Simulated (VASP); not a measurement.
Input of a VASP 6.6.1 run:

The input POSCAR:

```
Nb
1.0
    0.0000000000      2.0515500000      2.0515500000
    2.0515500000      0.0000000000      2.0515500000
    2.0515500000      2.0515500000      0.0000000000
Nb
1
Direct
    0.0000000000      0.0000000000      0.0000000000
```

INCAR.step1

```
SYSTEM = Nb
PREC = Accurate
ENCUT = 520
ISMEAR = 0
SIGMA = 0.15
LREAL = .FALSE.
LASPH = .TRUE.
NELM = 60
NBANDS = 12
GGA = PE
ALGO = Normal
EDIFF = 1E-4
LWAVE = .TRUE.
LCHARG = .FALSE.
```

File INCAR.step2:

```
SYSTEM = Nb
PREC = Accurate
ENCUT = 520
EDIFF = 1E-6
ISMEAR = 0
SIGMA = 0.15
LREAL = .FALSE.
LASPH = .TRUE.
NELM = 60
ALGO = Normal
ISIF = 2
LWAVE = .FALSE.
LCHARG = .FALSE.
METAGGA = R2SCAN
LMIXTAU = .TRUE.
NBANDS = 12
ISTART = 1
```

File KPOINTS:

```
Automatic mesh
0
G
  20 20 20
  0 0 0
```

Potentials or basis: VASP PAW PBE potentials, release 64 (Nb_sv).

Run with:

```console
$ cat potpaw_PBE.64/Nb_sv/POTCAR > POTCAR
$ cp INCAR.step1 INCAR
$ mpirun -np 1 vasp_std > vasp.out
$ cp INCAR.step2 INCAR
$ mpirun -np 1 vasp_std > vasp.out
```

Question: Predict the pressure.

Answer: 15.1 GPa.

Caveat: the cell differs from its parent crystal (strain -0.030 along x and y, -0.030 along z); the PAW data sets were made with another functional, which shifts forces and pressure a little.
